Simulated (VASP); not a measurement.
**C: single point with RPBE**

Crystal: C.

```
CELL_PARAMETERS angstrom
0.00000 1.81835 1.81835
1.81835 0.00000 1.81835
1.81835 1.81835 0.00000
ATOMIC_POSITIONS crystal
C 0.75000 0.75000 0.75000
C 0.50000 0.50000 0.50000
```

| Quantity | Value |
| --- | --- |
| Program | VASP 6.6.1 |
| Task | single point |
| Functional | RPBE |
| Potentials or basis | VASP PAW PBE potentials, release 64 (C) |
| Cutoff | 520 eV |
| k mesh | 13 × 13 × 13 |
| Occupations | fermi-dirac, width 0.05 eV |
| Spin | no spin polarisation |
| Dipole correction | no |
| Further INCAR settings | ALGO = Normal; EDIFF = 1e-07; NBANDS = 11 |

The pressure is -15.1 GPa and the band gap on the k mesh is 4.02 eV, indirect (least direct gap 5.44 eV).

Levels at points of the mesh, in eV from the valence-band top:
```
           k point  band 1  band 2  band 3  band 4  band 5  band 6  band 7  band 8  band 9
(0.00, 0.00, 0.00)  -20.78    0.00    0.00    0.00    5.44    5.44    5.44   11.96   18.70
```

Run time: 4.9 s on 1 thread of Intel(R) Xeon(R) 6975P-C (Granite Rapids) (shared host), peak memory 0.12 GiB.

Caveat: the PAW data sets were made with another functional, which shifts forces and pressure a little. A k mesh can miss the band edges.
